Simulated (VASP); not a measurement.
# Ga (P2_1/m) in VASP: further runs

Aim: see how the results for Ga move with the level of theory and the settings. Levels: LDA, PBEsol. Tasks: single point.

Program: VASP 6.6.1. These are calculated values, not measurements. Logs are shortened: lines on timing, memory, paths and dates and some standing lists are left out, and cuts for length are marked.

### 1 The cell of the first run

The structure is monoclinic, space group P2_1/m (No. 11). The conventional cell has a = 2.797 Å, b = 3.303 Å, c = 4.238 Å, α = 90.00°, β = 108.61°, γ = 90.00°. Ga (site symmetry m) has 10 Ga at 2.73 to 3.30 Å within 3.6 Å.

### 2 Single point, LDA (18.55 Å³/atom)

File INCAR:

```
PREC = Accurate
ENCUT = 520
EDIFF = 1E-7
ISMEAR = -1
SIGMA = 0.05
LREAL = F
LASPH = T
NELM = 100
ALGO = Fast
ISIF = 2
LWAVE = F
LCHARG = F
NBANDS = 20
```

File KPOINTS:

```
Automatic mesh
0
Gamma
  10 8 7
```

File POSCAR:

```
Ga
1.0
    2.7968227674      0.0000000000      0.0000000000
    0.0000000000      3.3033419319      0.0000000000
   -1.3523282526      0.0000000000      4.0166995966
Ga
2
Direct
    0.1345962700      0.7500000000      0.7701668300
    0.8654037300      0.2500000000      0.2298331700
```

Potentials or basis: VASP PAW LDA potentials, release 64 (Ga_d).

The run is started by

```bash
$ cat potpaw_LDA.64/Ga_d/POTCAR > POTCAR
$ mpirun -np 1 vasp_std > vasp.out
```

OUTCAR:

```text
PREC = Accurate
   ENCUT = 520
   EDIFF = 1E-7
   ISMEAR = -1
   LREAL = F
   LASPH = T
   NELM = 100
   ISIF = 2

 ion  position               nearest neighbor table
   1  0.135  0.750  0.770-   2 2.73   2 2.73   2 2.83   2 2.83   2 2.86   2 2.86
   2  0.865  0.250  0.230-   1 2.73   1 2.73   1 2.83   1 2.83   1 2.86   1 2.86

  LATTYP: Found a simple monoclinic cell.
 ALAT       =     2.7968227674
 B/A-ratio  =     1.1811052064
 C/A-ratio  =     1.5153762184
 COS(beta)  =    -0.3190778872

  Lattice vectors:

 A1 = (   2.7968227674,   0.0000000000,   0.0000000000)
 A2 = (   0.0000000000,   3.3033419319,   0.0000000000)
 A3 = (  -1.3523282526,   0.0000000000,   4.0166995966)

Analysis of symmetry for initial positions (statically):
=====================================================================
 Subroutine PRICEL returns:
 Original cell was already a primitive cell.

 Routine SETGRP: Setting up the symmetry group for a
 simple monoclinic supercell.

 Subroutine GETGRP returns: Found  4 space group operations
 (whereof  2 operations were pure point group operations)
 out of a pool of  4 trial point group operations.

The static configuration has the point symmetry S_2 .
 The point group associated with its full space group is C_2h.

Analysis of symmetry for dynamics (positions and initial velocities):
=====================================================================
 Subroutine PRICEL returns:
 Original cell was already a primitive cell.

 Routine SETGRP: Setting up the symmetry group for a
 simple monoclinic supercell.

 Subroutine GETGRP returns: Found  4 space group operations
 (whereof  2 operations were pure point group operations)
 out of a pool of  4 trial point group operations.

The dynamic configuration has the point symmetry S_2 .
 The point group associated with its full space group is C_2h.

 Subroutine INISYM returns: Found  4 space group operations
 (whereof  2 operations are pure point group operations),
 and found     1 'primitive' translations

----------------------------------------------------------------------------------------

                                     Primitive cell

  volume of cell :      37.1097

  direct lattice vectors                    reciprocal lattice vectors
     2.796822767  0.000000000  0.000000000     0.357548577  0.000000000  0.120378194
     0.000000000  3.303341932  0.000000000     0.000000000  0.302723733  0.000000000
    -1.352328253  0.000000000  4.016699597     0.000000000  0.000000000  0.248960615

  length of vectors
     2.796822767  3.303341932  4.238238709     0.377268995  0.302723733  0.248960615

  position of ions in fractional coordinates (direct lattice)
     0.134596270  0.750000000  0.770166830
     0.865403730  0.250000000  0.229833170

  ion indices of the primitive-cell ions
   primitive index   ion index
                 1           1
                 2           2

----------------------------------------------------------------------------------------

 KPOINTS: Automatic mesh

Automatic generation of k-mesh.
 Grid dimensions read from file:
 generate k-points for:   10    8    7

 Generating k-lattice:

  Cartesian coordinates                     Fractional coordinates (reciprocal lattice)
     0.035754858  0.000000000  0.012037819     0.100000000  0.000000000  0.000000000
     0.000000000  0.037840467  0.000000000     0.000000000  0.125000000  0.000000000
     0.000000000  0.000000000  0.035565802     0.000000000  0.000000000  0.142857143

  Length of vectors
     0.037726899  0.037840467  0.035565802

  Shift w.r.t. Gamma in fractional coordinates (k-lattice)
     0.000000000  0.000000000  0.000000000

 Subroutine IBZKPT returns following result:
 ===========================================

 Found    180 irreducible k-points:

 Following reciprocal coordinates:
            Coordinates               Weight
  0.000000  0.000000  0.000000      1.000000
  0.100000  0.000000  0.000000      2.000000
  0.200000  0.000000  0.000000      2.000000
  0.300000  0.000000  0.000000      2.000000
  0.400000  0.000000  0.000000      2.000000
  0.500000  0.000000  0.000000      1.000000
[... 16 lines left out ...]
  0.400000  0.375000  0.000000      4.000000
  0.500000  0.375000  0.000000      2.000000
 [... further k-points ...]
   k-points           NKPTS =    180   k-points in BZ     NKDIM =    180   number of bands    NBANDS=     20
   number of dos      NEDOS =    301   number of ions     NIONS =      2
   total plane-waves  NPLWV =  21504
   dimension x,y,z NGX =    24 NGY =   28 NGZ =   32
   dimension x,y,z NGXF=    48 NGYF=   56 NGZF=   64
   ions per type =               2
   NGX,Y,Z   is equivalent  to a cutoff of  14.27, 14.09, 12.55 a.u.
   NGXF,Y,Z  is equivalent  to a cutoff of  28.53, 28.18, 25.10 a.u.
 SYSTEM =  unknown system
   PREC   = accura    normal or accurate (medium, high low for compatibility)
   ISTART =      0    job   : 0-new  1-cont  2-samecut
   ICHARG =      2    charge: 1-file 2-atom 10-const
   ISPIN  =      1    spin polarized calculation?
   LNONCOLLINEAR =      F non collinear calculations
   LSORBIT =      F    spin-orbit coupling
   LASPH  =      T    aspherical Exc in radial PAW
   ENCUT  =  520.0 eV  38.22 Ry    6.18 a.u.   5.20  6.14  7.88*2*pi/ulx,y,z
   NELM   =    100;   NELMIN=  2; NELMDL= -5     # of ELM steps
   EDIFF  = 0.1E-06   stopping-criterion for ELM
   LREAL  =      F    real-space projection
   EDIFFG = 0.1E-05   stopping-criterion for IOM
   NSW    =      0    number of steps for IOM
   IBRION =     -1    ionic relax: 0-MD 1-quasi-New 2-CG
   NFREE  =      0    steps in history (QN), initial steepest desc. (CG)
   ISIF   =      2    stress and relaxation
   ISYM   =      2    0-nonsym 1-usesym 2-fastsym
   POTIM  = 0.5000    time-step for ionic-motion
   TEBEG  =    0.0;   TEEND  =   0.0 temperature during run
   PSTRESS=    0.0 pullay stress
   NELECT =      26.0000    total number of electrons
   NUPDOWN=      -1.0000    fix difference up-down
   EMIN   =  10.00;   EMAX   =-10.00  energy-range for DOS
   EFERMI =   0.00;   METHOD = LEGACY
   ISMEAR =    -1;   SIGMA  =   0.05  broadening in eV -4-tet -1-fermi 0-gaus
   EFERMI_NEDOS =   21; number of points for ismear=-14 and -15
   IALGO  =     68    algorithm
   IMIX   =      4    mixing-type and parameters
     AMIX     =   0.40;   BMIX     =  1.00
     AMIX_MAG =   1.60;   BMIX_MAG =  1.00
  volume/ion in A,a.u.               =      18.55       125.21
  Fermi-wavevector in a.u.,A,eV,Ry     =   1.454019  2.747697 28.765036  2.114170
  Thomas-Fermi vector in A             =   2.571218
   LORBIT       =      0    0 simple, 1 ext, 2 COOP (PROOUT), +10 PAW based schemes
   GGA     = CA    functional components
   LHFCALC =     F    Hartree Fock is set to
   AEXX    =    0.0000 exact exchange contribution
   IVDW    =     0    specifies the selected vdW correction
   LEPSILON=     F    determine dielectric tensor
   LRPA    =     F    only Hartree local field effects (RPA)
 non-spin polarized calculation
 RMM-DIIS sequential band-by-band and
  energy-cutoff  :      520.00
  volume of cell :       37.11
 maximum number of plane-waves:      1014
 NGX is ok and might be reduce to    24
   NGX = 11   NGY = 13   NGZ = 15

 number of electron      26.0000007 magnetization

 Free energy of the ion-electron system (eV)
  ---------------------------------------------------
  ext. energy  EPLUGINS =         0.00000000
  ---------------------------------------------------
  free energy    TOTEN  =        -7.14890837 eV

  energy without entropy =       -7.14514234  energy(sigma->0) =       -7.14702535

 E-fermi :   5.3583     XC(G=0): -11.3647

 val. band max:        5.3021361629   @ k =   0.3000   0.0000   0.0000
 cond. band min:       5.3816211316   @ k =   0.4000   0.5000   0.0000
 fundamental gap:      0.0794849687
 Fermi energy:         5.3582514954

 k-point     1 :       0.0000    0.0000    0.0000
  band No.  band energies     occupation
      1      -9.8312      2.00000
      2      -9.8248      2.00000
      3      -9.7679      2.00000
      4      -9.7648      2.00000
      5      -9.5181      2.00000
      6      -9.5163      2.00000
[... 12 lines left out ...]
     19      16.2108      0.00000
     20      18.2939      0.00000

 k-point     2 :       0.1000    0.0000    0.0000
  band No.  band energies     occupation
      1      -9.8178      2.00000
      2      -9.8151      2.00000
      3      -9.7561      2.00000
      4      -9.7223      2.00000
      5      -9.5326      2.00000
      6      -9.5308      2.00000
[... 12 lines left out ...]
     19      16.6899      0.00000
     20      19.6717      0.00000

 k-point     3 :       0.2000    0.0000    0.0000
  band No.  band energies     occupation
      1      -9.8002      2.00000
      2      -9.7816      2.00000
      3      -9.7066      2.00000
      4      -9.6399      2.00000
      5      -9.5760      2.00000
      6      -9.5582      2.00000
[... 12 lines left out ...]
     19      16.8933      0.00000
     20      20.6818      0.00000

 k-point     4 :       0.3000    0.0000    0.0000
  band No.  band energies     occupation
      1      -9.7813      2.00000
      2      -9.7502      2.00000
      3      -9.6644      2.00000
      4      -9.6438      2.00000
      5      -9.6318      2.00000
      6      -9.5216      2.00000
[... 12 lines left out ...]
     19      17.0751      0.00000
     20      19.1127      0.00000

 k-point     5 :       0.4000    0.0000    0.0000
  band No.  band energies     occupation
      1      -9.7690      2.00000
      2      -9.7487      2.00000
      3      -9.6796      2.00000
      4      -9.6674      2.00000
      5      -9.6490      2.00000
      6      -9.5293      2.00000
[... 12 lines left out ...]
     19      15.9995      0.00000
     20      17.8106      0.00000
[... 353 lines left out ...]
      6      -9.5787      2.00000
[... 12 lines left out ...]
     19      15.2224      0.00000
     20      16.8910      0.00000

 k-point    22 :       0.3000    0.3750    0.0000
  band No.  band energies     occupation
      1      -9.7973      2.00000
      2      -9.7447      2.00000
      3      -9.6997      2.00000
      4      -9.6371      2.00000
      5      -9.5680      2.00000
      6      -9.5560      2.00000
[... 12 lines left out ...]
     19      13.3608      0.00000
     20      15.5264      0.00000

 k-point    23 :       0.4000    0.3750    0.0000
  band No.  band energies     occupation
      1      -9.8145      2.00000
      2      -9.7457      2.00000
      3      -9.7400      2.00000
      4      -9.6795      2.00000
      5      -9.5665      2.00000
      6      -9.5168      2.00000
[... 12 lines left out ...]
     19      13.8863      0.00000
     20      16.6417      0.00000

 k-point    24 :       0.5000    0.3750    0.0000
  band No.  band energies     occupation
      1      -9.8218      2.00000
      2      -9.7609      2.00000
      3      -9.7297      2.00000
      4      -9.7108      2.00000
      5      -9.5677      2.00000
      6      -9.4968      2.00000
[... 12 lines left out ...]
     19      15.7956      0.00000
     20      16.4005      0.00000

 [... further k-points ...]

------------------------ aborting loop because EDIFF is reached ----------------------------------------

  FORCE on cell =-STRESS in cart. coord.  units (eV):
  Direction    XX          YY          ZZ          XY          YZ          ZX
  --------------------------------------------------------------------------------------
  -------------------------------------------------------------------------------------
  Total       -0.6896260     -1.0459021     -0.7631860      0.0000000      0.0000000     -0.0901426
  in kB      -29.7739467    -45.1558261    -32.9498275      0.0000000      0.0000000     -3.8918209
  external PRESSURE =     -35.9598668 kB  Pullay stress =       0.0000000 kB

 VOLUME and BASIS-vectors are now :
 -----------------------------------------------------------------------------
  energy-cutoff  :      520.00
  volume of cell :       37.11
      direct lattice vectors                 reciprocal lattice vectors
     2.796822767  0.000000000  0.000000000     0.357548577  0.000000000  0.120378194
     0.000000000  3.303341932  0.000000000     0.000000000  0.302723733  0.000000000
    -1.352328253  0.000000000  4.016699597     0.000000000  0.000000000  0.248960615

 POSITION                                       TOTAL-FORCE (eV/Angst)
 -----------------------------------------------------------------------------------
     -0.66508      2.47751      3.09353        -0.013336      0.000000     -0.055682
      2.10957      0.82584      0.92317         0.013336     -0.000000      0.055682
 -----------------------------------------------------------------------------------
    total drift:                               -0.000000     -0.000000      0.000000

  FREE ENERGIE OF THE ION-ELECTRON SYSTEM (eV)
  ---------------------------------------------------
  free  energy   TOTEN  =        -7.1489083682 eV

  energy  without entropy=       -7.1451423417  energy(sigma->0) =       -7.14702535
```

Run time: 2.6 min. Hardware: 1 thread of Intel Xeon 8259CL, shared host; peak memory 0.22 GiB.

Results:

| Item | Value |
| --- | --- |
| Free energy | -7.1489 eV |
| Pressure | -3.6 GPa |
| Largest force | 0.057 eV/Å |
| Band gap on the k mesh | zero (bands 13 and 14 overlap by 8.12 eV) |

Forces in eV/Å, atoms in the order of the input:
```
Ga  -0.013  0.000 -0.056
Ga   0.013  0.000  0.056
```

Stress tensor (GPa, compression positive):
```
-2.98  0.00 -0.39
 0.00 -4.52  0.00
-0.39  0.00 -3.29
```

Caveat: the cell stands under tension.

[end of part 1 of 2]
